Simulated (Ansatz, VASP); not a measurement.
## C: VASP beside Ansatz

```
CELL_PARAMETERS angstrom
2.66660 0.00000 0.00000
-1.33330 2.30934 0.00000
0.00000 0.00000 12.49670
ATOMIC_POSITIONS crystal
C 0.00000 0.00000 0.18686
C 0.00000 0.00000 0.68686
C 0.00000 0.00000 0.31314
C 0.00000 0.00000 0.81314
C 0.33333 0.66667 0.52077
C 0.66667 0.33333 0.02077
C 0.33333 0.66667 0.97923
C 0.66667 0.33333 0.47923
C 0.33333 0.66667 0.64506
C 0.66667 0.33333 0.14506
C 0.33333 0.66667 0.85494
C 0.66667 0.33333 0.35494
```

Alike in both runs: task single point; functional LDA; k mesh 12 × 12 × 2; occupations gaussian, width 0.05 eV; no spin polarisation.

```csv
,VASP,Ansatz
version,VASP 6.6.1,Ansatz 0.2.0
potentials or method,"VASP PAW LDA potentials, release 64 (C), cutoff 520 eV","scalar-relativistic, plane waves, PAW"
valence electrons in the cell,48,48
```

```csv
,VASP,Ansatz,Ansatz less VASP
gap on the k mesh at the Fermi level (eV),3.62,3.63,+0.010
least direct gap on the mesh (eV),4.49,4.50,+0.003
rms of the force components (eV/Å),0.040,0.045,+0.0051
```

Ansatz warns that its potentials were made for another functional, while VASP's fit it. LDA's correlation is that of Perdew and Zunger in VASP and of Perdew and Wang (1992) in Ansatz. Atom by atom the forces differ by 0.008 eV/Å (rms over components).
